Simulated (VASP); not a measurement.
Write the native input for VASP 6.6.1 that does the following.

- Task: single point
- Functional: PBE
- Potentials or basis: VASP PAW PBE potentials, release 64 (Zn)
- Cutoff: 500 eV
- k mesh: 6 × 6 × 3
- Occupations: fermi-dirac, width 0.3 eV
- Spin: no spin polarisation
- Dipole correction: no
- Further INCAR settings: ALGO = Normal; EDIFF = 1e-06; NBANDS = 19

The structure of Zn lies in POSCAR:

```
Zn
1.0
    2.6700000000      0.0000000000      0.0000000000
   -1.3350000000      2.3122878300      0.0000000000
    0.0000000000      0.0000000000      4.9660000000
Zn
2
Direct
    0.3333333300      0.6666666700      0.2500000000
    0.6666666700      0.3333333300      0.7500000000
```

The input as run:

INCAR

```
ALGO = Normal ; EDIFF = 1E-6
ENCUT = 500 ; GGA = PE
GGA_COMPAT = False ; ISIF = 2
ISMEAR = -1 ; LASPH = True
LCHARG = False ; LREAL = False
LWAVE = False ; NBANDS = 19
NELM = 120 ; PREC = Accurate
SIGMA = 0.3
```

KPOINTS

```
k-points
0
Gamma
  6 6 3
```

Potentials or basis: VASP PAW PBE potentials, release 64 (Zn).

The run is started by

```sh
$ cat potpaw_PBE.64/Zn/POTCAR > POTCAR
$ mpirun -np 1 vasp_std > vasp.out
```

It gave:

```
Pressure               : 0.4 GPa
Band gap on the k mesh : zero (band 12 reaches 3.66 eV, above the bottom of band 13 at -0.01 eV)
```

Caveat: the k points lie up to 0.45 Å⁻¹ apart.

It took 19 s on 1 thread of Intel Xeon 8259CL, on a shared host, peak memory 0.13 GiB.
